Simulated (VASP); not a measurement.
# Sc (Fm-3m) in VASP: notebook

Sc is run at these levels: RPBE; tasks: single point.

All numbers are computed with VASP 6.6.1; they aren't measurements. Logs are shortened: lines on timing, memory, paths and dates and some standing lists are left out, and cuts for length are marked.

### 1 The cell of the first run

Symmetry: Fm-3m, No. 225, cubic system. The conventional cell has a = 4.627 Å, b = 4.627 Å, c = 4.627 Å, α = 90.00°, β = 90.00°, γ = 90.00°. Within 4.3 Å of Sc (site symmetry m-3m) lie 12 Sc at 3.27 Å.

### 2 Single point, RPBE (volume scaled by 0.96)

INCAR reads:

```
PREC = Accurate ; ENCUT = 520
EDIFF = 1E-7 ; ISMEAR = -1
SIGMA = 0.1 ; LREAL = F
LASPH = T ; NELM = 100
ALGO = Normal ; ISIF = 2
LWAVE = F ; LCHARG = F
GGA = RP ; NBANDS = 12
```

KPOINTS reads:

```
Automatic mesh
0
Gamma
  13 13 13
```

POSCAR reads:

```
Sc
1.0
    0.0000000000      2.3136875253      2.3136875253
    2.3136875253      0.0000000000      2.3136875253
    2.3136875253      2.3136875253      0.0000000000
Sc
1
Direct
    0.0000000000      0.0000000000      0.0000000000
```

Potentials or basis: VASP PAW PBE potentials, release 64 (Sc_sv).

The run is started by

```console
cat potpaw_PBE.64/Sc_sv/POTCAR > POTCAR
mpirun -np 1 vasp_std > vasp.out
```

OUTCAR:

```text
PREC = Accurate
   ENCUT = 520
   EDIFF = 1E-7
   ISMEAR = -1
   LREAL = F
   LASPH = T
   NELM = 100
   ISIF = 2
   GGA = RP

 ion  position               nearest neighbor table
   1  0.000  0.000  0.000-

  LATTYP: Found a face centered cubic cell.
 ALAT       =     4.6273750506

  Lattice vectors:

 A1 = (   0.0000000000,   2.3136875253,   2.3136875253)
 A2 = (   2.3136875253,   0.0000000000,   2.3136875253)
 A3 = (   2.3136875253,   2.3136875253,   0.0000000000)

Analysis of symmetry for initial positions (statically):
=====================================================================
 Subroutine PRICEL returns:
 Original cell was already a primitive cell.

 Routine SETGRP: Setting up the symmetry group for a
 face centered cubic supercell.

 Subroutine GETGRP returns: Found 48 space group operations
 (whereof 48 operations were pure point group operations)
 out of a pool of 48 trial point group operations.

The static configuration has the point symmetry O_h .

Analysis of symmetry for dynamics (positions and initial velocities):
=====================================================================
 Subroutine PRICEL returns:
 Original cell was already a primitive cell.

 Routine SETGRP: Setting up the symmetry group for a
 face centered cubic supercell.

 Subroutine GETGRP returns: Found 48 space group operations
 (whereof 48 operations were pure point group operations)
 out of a pool of 48 trial point group operations.

The dynamic configuration has the point symmetry O_h .

 Subroutine INISYM returns: Found 48 space group operations
 (whereof 48 operations are pure point group operations),
 and found     1 'primitive' translations

----------------------------------------------------------------------------------------

                                     Primitive cell

  volume of cell :      24.7710

  direct lattice vectors                    reciprocal lattice vectors
     0.000000000  2.313687525  2.313687525    -0.216105241  0.216105241  0.216105241
     2.313687525  0.000000000  2.313687525     0.216105241 -0.216105241  0.216105241
     2.313687525  2.313687525  0.000000000     0.216105241  0.216105241 -0.216105241

  length of vectors
     3.272048277  3.272048277  3.272048277     0.374305257  0.374305257  0.374305257

  position of ions in fractional coordinates (direct lattice)
     0.000000000  0.000000000  0.000000000

  ion indices of the primitive-cell ions
[... 74 lines left out ...]
   EDIFF  = 0.1E-06   stopping-criterion for ELM
   LREAL  =      F    real-space projection
   EDIFFG = 0.1E-05   stopping-criterion for IOM
   NSW    =      0    number of steps for IOM
   IBRION =     -1    ionic relax: 0-MD 1-quasi-New 2-CG
   NFREE  =      0    steps in history (QN), initial steepest desc. (CG)
   ISIF   =      2    stress and relaxation
   ISYM   =      2    0-nonsym 1-usesym 2-fastsym
   POTIM  = 0.5000    time-step for ionic-motion
   TEBEG  =    0.0;   TEEND  =   0.0 temperature during run
   PSTRESS=    0.0 pullay stress
   NELECT =      11.0000    total number of electrons
   NUPDOWN=      -1.0000    fix difference up-down
   EMIN   =  10.00;   EMAX   =-10.00  energy-range for DOS
   EFERMI =   0.00;   METHOD = LEGACY
   ISMEAR =    -1;   SIGMA  =   0.10  broadening in eV -4-tet -1-fermi 0-gaus
   EFERMI_NEDOS =   21; number of points for ismear=-14 and -15
   IALGO  =     38    algorithm
   IMIX   =      4    mixing-type and parameters
     AMIX     =   0.40;   BMIX     =  1.00
     AMIX_MAG =   1.60;   BMIX_MAG =  1.00
  volume/ion in A,a.u.               =      24.77       167.16
  Fermi-wavevector in a.u.,A,eV,Ry     =   1.248986  2.360242 21.224638  1.559967
  Thomas-Fermi vector in A             =   2.383048
   LORBIT       =      0    0 simple, 1 ext, 2 COOP (PROOUT), +10 PAW based schemes
   GGA     = RP    functional components
   LHFCALC =     F    Hartree Fock is set to
   AEXX    =    0.0000 exact exchange contribution
   IVDW    =     0    specifies the selected vdW correction
   LEPSILON=     F    determine dielectric tensor
   LRPA    =     F    only Hartree local field effects (RPA)
 non-spin polarized calculation
  energy-cutoff  :      520.00
  volume of cell :       24.77
 maximum number of plane-waves:       684
   NGX = 13   NGY = 13   NGZ = 13

 number of electron      11.0000000 magnetization

 Free energy of the ion-electron system (eV)
  ---------------------------------------------------
  ext. energy  EPLUGINS =         0.00000000
  ---------------------------------------------------
  free energy    TOTEN  =        -5.91821300 eV

  energy without entropy =       -5.85404815  energy(sigma->0) =       -5.88613057

 E-fermi :   3.8282     XC(G=0):  -9.7374

 val. band max:        3.8124549943   @ k =   0.3077   0.3077   0.0000
 cond. band min:       3.8369852420   @ k =  -0.3846   0.1538   0.0000
 fundamental gap:      0.0245302477
 Fermi energy:         3.8281764678

 k-point     1 :       0.0000    0.0000    0.0000
  band No.  band energies     occupation
      1     -45.7669      2.00000
      2     -24.1212      2.00000
      3     -24.1212      2.00000
      4     -24.1212      2.00000
      5      -1.3611      2.00000
      6       5.4184      0.00000
      7       5.4184      0.00000
      8       5.4184      0.00000
      9       6.7866      0.00000
     10       6.7866      0.00000
     11      16.2527      0.00000
     12      19.6642      0.00000
[... 331 lines left out ...]
 k-point    24 :       0.4615    0.1538    0.0000
  band No.  band energies     occupation
      1     -45.7086      2.00000
      2     -24.4546      2.00000
      3     -24.2131      2.00000
      4     -24.1912      2.00000
      5       2.1241      2.00000
      6       3.8006      1.13718
      7       4.9816      0.00002
      8       5.7451      0.00000
      9       7.6916      0.00000
     10       7.7628      0.00000
     11      11.1137      0.00000
     12      15.6852      0.00000

 [... further k-points ...]
[... 5 lines left out ...]
  --------------------------------------------------------------------------------------
  -------------------------------------------------------------------------------------
  Total        0.3263623      0.3263623      0.3263623      0.0000000      0.0000000      0.0000000
  in kB       21.1089441     21.1089441     21.1089441      0.0000000      0.0000000      0.0000000
  external PRESSURE =      21.1089441 kB  Pullay stress =       0.0000000 kB

 VOLUME and BASIS-vectors are now :
 -----------------------------------------------------------------------------
  energy-cutoff  :      520.00
  volume of cell :       24.77
      direct lattice vectors                 reciprocal lattice vectors
     0.000000000  2.313687525  2.313687525    -0.216105241  0.216105241  0.216105241
     2.313687525  0.000000000  2.313687525     0.216105241 -0.216105241  0.216105241
     2.313687525  2.313687525  0.000000000     0.216105241  0.216105241 -0.216105241

 POSITION                                       TOTAL-FORCE (eV/Angst)
 -----------------------------------------------------------------------------------
      0.00000      0.00000      0.00000        -0.000000     -0.000000     -0.000000
 -----------------------------------------------------------------------------------
    total drift:                                0.000000      0.000000      0.000000

  FREE ENERGIE OF THE ION-ELECTRON SYSTEM (eV)
  ---------------------------------------------------
  free  energy   TOTEN  =        -5.9182129963 eV

  energy  without entropy=       -5.8540481534  energy(sigma->0) =       -5.88613057
```

OSZICAR:

```text
N       E                     dE             d eps       ncg     rms          rms(c)
DAV:   1     0.735646594176E+02    0.73565E+02   -0.50991E+03  2024   0.897E+02
DAV:   2    -0.513510621184E+01   -0.78700E+02   -0.77057E+02  2016   0.283E+02
DAV:   3    -0.654749759255E+01   -0.14124E+01   -0.13836E+01  2680   0.495E+01
DAV:   4    -0.657372742206E+01   -0.26230E-01   -0.26210E-01  2484   0.556E+00
DAV:   5    -0.657417773369E+01   -0.45031E-03   -0.45031E-03  2776   0.687E-01    0.520E+00
DAV:   6    -0.599316263206E+01    0.58102E+00   -0.89502E-01  3016   0.136E+01    0.155E+00
DAV:   7    -0.592160843380E+01    0.71554E-01   -0.18620E-01  3176   0.600E+00    0.624E-01
DAV:   8    -0.591902039015E+01    0.25880E-02   -0.16942E-02  2992   0.184E+00    0.187E-01
DAV:   9    -0.591821782366E+01    0.80257E-03   -0.31199E-03  3036   0.808E-01    0.349E-02
DAV:  10    -0.591821449155E+01    0.33321E-05   -0.96155E-05  3112   0.114E-01    0.101E-02
DAV:  11    -0.591821265389E+01    0.18377E-05   -0.68894E-06  3112   0.377E-02    0.120E-03
DAV:  12    -0.591821292640E+01   -0.27251E-06   -0.75440E-08  1804   0.386E-03    0.260E-04
DAV:  13    -0.591821299631E+01   -0.69916E-07   -0.23199E-08  1184   0.150E-03
   1 F= -.59182130E+01 E0= -.58861306E+01  d E =-.641648E-01
```

Run time: 35 s. Hardware: 1 thread of Intel Xeon 6975P-C, shared host; peak memory 0.15 GiB.

Results:

* Free energy: -5.9182 eV
* Pressure: 2.1 GPa

Caveat: the cell differs from its parent crystal (volume scaled by 0.96); the PAW data sets were made with another functional, which shifts forces and pressure a little.

### 3 Single point, RPBE

This run uses another cell than the first one, of 25.80 Å³/atom, 1.042 times its volume.

INCAR reads:

```
SYSTEM = Sc
  PREC = Accurate
  ENCUT = 520
  EDIFF = 1E-7
  ISMEAR = -1
  SIGMA = 0.1
  LREAL = .FALSE.
  LASPH = .TRUE.
  NELM = 80
  ALGO = Normal
  ISIF = 2
  LWAVE = .FALSE.
  LCHARG = .TRUE.
  GGA = RP
  LELF = .TRUE.
  LVHAR = .TRUE.
  NBANDS = 12
```

KPOINTS reads:

```
Automatic mesh
0
G
  13 13 13
  0 0 0
```

POSCAR reads:

```
Sc
1.0
    0.0000000000      2.3453858140      2.3453858140
    2.3453858140      0.0000000000      2.3453858140
    2.3453858140      2.3453858140      0.0000000000
Sc
1
Direct
    0.0000000000      0.0000000000      0.0000000000
```

Potentials or basis: VASP PAW PBE potentials, release 64 (Sc_sv).

The run is started by

```console
cat potpaw_PBE.64/Sc_sv/POTCAR > POTCAR
mpirun -np 1 vasp_std > vasp.out
```

Wall time 64 s (1 thread of Intel Xeon 6975P-C, shared host); peak memory 0.17 GiB.

Results (log left out):

- Free energy: -5.9254 eV
- Pressure: 0.0 GPa

Levels at points of the mesh, in eV from the Fermi level:
```
           k point  band 3  band 4  band 5  band 6  band 7  band 8
(0.00, 0.00, 0.00)  -28.08  -28.08   -5.11    1.53    1.53    1.53
```

Caveat: the PAW data sets were made with another functional, which shifts forces and pressure a little.

### 4 Single point, RPBE (volume scaled by 1.08)

INCAR reads:

```
SYSTEM = Sc
PREC = Accurate
ENCUT = 520
EDIFF = 1E-6
ISMEAR = -1
SIGMA = 0.1
LREAL = .False.
LASPH = .True.
NELM = 100
ALGO = Normal
ISIF = 2
LWAVE = .False.
LCHARG = .False.
GGA = RP
NBANDS = 12
```

KPOINTS reads:

```
regular mesh
0
Gamma
  13 13 13
  0 0 0
```

POSCAR reads:

```
Sc
1.0
    0.0000000000      2.4063319965      2.4063319965
    2.4063319965      0.0000000000      2.4063319965
    2.4063319965      2.4063319965      0.0000000000
Sc
1
Direct
    0.0000000000      0.0000000000      0.0000000000
```

The run is started by

```console
cat potpaw_PBE.64/Sc_sv/POTCAR > POTCAR
mpirun -np 1 vasp_std > vasp.out
```

Wall time 70 s (1 thread of Intel Xeon 6975P-C, shared host); peak memory 0.17 GiB.

The run converged. Its results:

| Property | Result |
| --- | --- |
| Free energy | -5.9043 eV |
| Pressure | -3.3 GPa |

Levels at points of the mesh, in eV from the Fermi level:
| k point | band 3 | band 4 | band 5 | band 6 | band 7 | band 8 |
| --- | --- | --- | --- | --- | --- | --- |
| (0.00, 0.00, 0.00) | -28.33 | -28.33 | -4.94 | 1.42 | 1.42 | 1.42 |

Caveat: the cell differs from its parent crystal (volume scaled by 1.08); the PAW data sets were made with another functional, which shifts forces and pressure a little.

(Continued in part 2 of 2.)
